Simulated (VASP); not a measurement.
Here is a VASP 6.6.1 calculation.

The input INCAR:

```
ALGO = Normal
EDIFF = 1E-6
ENCUT = 520
GGA = PE
ISIF = 2
ISMEAR = -1
LASPH = True
LCHARG = False
LREAL = False
LWAVE = False
NBANDS = 20
NELM = 80
PREC = Accurate
SIGMA = 0.05
```

The input KPOINTS:

```
k-points
0
Gamma
  16 16 9
```

Contents of POSCAR:

```
Nb
1.0
    2.3561736222      0.0000000000      0.0000000000
   -1.1780868111      2.0405062125      0.0000000000
    0.0000000000      0.0000000000      4.0378178108
Nb
2
Direct
    0.3333333333      0.6666666667      0.2500000000
    0.6666666667      0.3333333333      0.7500000000
```

Potentials or basis: VASP PAW PBE potentials, release 64 (Nb_sv).

Launch:

```sh
$ cat potpaw_PBE.64/Nb_sv/POTCAR > POTCAR
$ mpirun -np 1 vasp_std > vasp.out
```

Question: Estimate the band gap on the k mesh.

Answer: Zero (band 13 reaches 25.27 eV, above the bottom of band 14 at 22.06 eV).

Question: Estimate the pressure.

Answer: 339.3 GPa.

Stress tensor (GPa, compression positive):
```
339.43   0.00   0.00
  0.00 339.43   0.00
  0.00   0.00 339.14
```
